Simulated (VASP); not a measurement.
Input of a VASP 6.6.1 run:

Contents of POSCAR:

```
CaO
1.0
    3.9810268818      0.0000000000      0.0000000000
   -1.9905134409      3.4476704128      0.0000000000
    0.0000000000      0.0000000000      4.7701152067
Ca O
2 2
Direct
    0.3333333333      0.6666666667      0.2500000000
    0.6666666667      0.3333333333      0.7500000000
    0.6666666667      0.3333333333      0.2500000000
    0.3333333333      0.6666666667      0.7500000000
```

INCAR.step1

```
SYSTEM = CaO
ALGO     = Normal         ! electronic algorithm
EDIFF    = 1E-4           ! SCF threshold, eV
ENCUT    = 520            ! plane-wave cutoff, eV
GGA      = PE             ! functional
ISMEAR   = 0              ! smearing method
LASPH    = .True.         ! aspherical terms in the spheres
LCHARG   = .False.        ! write CHGCAR
LREAL    = .False.        ! projectors in reciprocal space
LWAVE    = .True.         ! write WAVECAR
NBANDS   = 24             ! bands
NELM     = 100            ! most SCF steps
PREC     = Accurate       ! precision mode
SIGMA    = 0.01           ! smearing width, eV
```

Contents of INCAR.step2:

```
SYSTEM = CaO
ALGO     = Normal         ! electronic algorithm
EDIFF    = 1E-7           ! SCF threshold, eV
ENCUT    = 520            ! plane-wave cutoff, eV
ISIF     = 2              ! what is computed and relaxed
ISMEAR   = 0              ! smearing method
ISTART   = 1            
LASPH    = .True.         ! aspherical terms in the spheres
LCHARG   = .False.        ! write CHGCAR
LMIXTAU  = .True.       
LREAL    = .False.        ! projectors in reciprocal space
LWAVE    = .False.        ! write WAVECAR
METAGGA  = R2SCAN         ! meta-GGA
NBANDS   = 24             ! bands
NELM     = 100            ! most SCF steps
PREC     = Accurate       ! precision mode
SIGMA    = 0.01           ! smearing width, eV
```

File KPOINTS:

```
k-points
0
Gamma
  6 6 4
  0 0 0
```

Potentials or basis: VASP PAW PBE potentials, release 64 (Ca_sv, O).

The run is started by

```sh
$ cat potpaw_PBE.64/Ca_sv/POTCAR potpaw_PBE.64/O/POTCAR > POTCAR
$ cp INCAR.step1 INCAR
$ mpirun -np 1 vasp_std > vasp.out
$ cp INCAR.step2 INCAR
$ mpirun -np 1 vasp_std > vasp.out
```

(1) What does it give for the pressure?

(2) Estimate the band gap on the k mesh.

Results:

(1) 1.0 GPa.

(2) 3.61 eV, direct.

Caveat: the PAW data sets were made with another functional, which shifts forces and pressure a little.
